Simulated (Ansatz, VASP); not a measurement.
PbSe: VASP beside Ansatz

```
Pb Se
1.0
     0.00000    3.06065    3.06065
     3.06065    0.00000    3.06065
     3.06065    3.06065    0.00000
Pb Se
1 1
Direct
  0.00000 0.00000 0.00000
  0.50000 0.50000 0.50000
```

Alike in both runs: task single point; functional PBEsol; k mesh 4 × 4 × 4; no spin polarisation.

|  | VASP | Ansatz |
| --- | --- | --- |
| version | VASP 6.6.1 | Ansatz 0.2.0 |
| potentials or method | VASP PAW PBE potentials, release 64 (Pb_d, Se), cutoff 500 eV | plane waves, PAW |
| occupations | gaussian, width 0.01 eV | fixed |
| valence electrons in the cell | 20 | 30 |

```tsv
	VASP	Ansatz	Ansatz less VASP
gap on the k mesh at the Fermi level (eV)	0.20	0.20	-0.003
```

VASP's potentials were made for PBE, not for PBEsol. VASP's potentials hold 20 valence electrons a cell and Ansatz's 30, so a difference there can come from the potentials and not from the codes.

The k mesh is coarse, so the values compare programs but aren't converged. Spin-orbit coupling is off throughout.
